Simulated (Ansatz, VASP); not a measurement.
# B7Se in VASP and in Ansatz

```xyz
8
Lattice="4.6658 0.0000 0.0000 0.0000 4.6658 0.0000 0.0000 0.0000 4.6658" Properties=species:S:1:pos:R:3 pbc="T T T"
B     3.8815    2.3329    2.3329
B     0.7844    2.3329    2.3329
B     2.3329    3.8815    2.3329
B     2.3329    0.7844    2.3329
B     2.3329    2.3329    3.8815
B     2.3329    2.3329    0.7844
B     2.3329    2.3329    2.3329
Se    0.0000    0.0000    0.0000
```

Alike in both runs: functional PBE; k mesh 8 × 8 × 8; occupations gaussian, width 0.1 eV; no spin polarisation.

Ansatz relaxed the structure, and its values are those at the end. VASP's run is a single point on that final structure, the one shown.

|  | VASP | Ansatz |
| --- | --- | --- |
| version | VASP 6.6.1 | Ansatz 0.2.0 |
| potentials or method | VASP PAW PBE potentials, release 64 (B, Se), cutoff 520 eV | scalar-relativistic, plane waves, PAW |
| valence electrons in the cell | 27 | 37 |

```tsv
	VASP	Ansatz	Ansatz less VASP
gap on the k mesh at the Fermi level (eV)	none	none	-
pressure (GPa)	0.0	0.0	+0.03
rms of the force components (eV/Å)	0.008	0.000	-0.0076
```

A gap of «none» marks a metal or a gap that the smearing closes. With one functional, cell and mesh, what is left measures potentials, basis and numerics. VASP's potentials hold 27 valence electrons a cell and Ansatz's 37, so a difference there can come from the potentials and not from the codes.
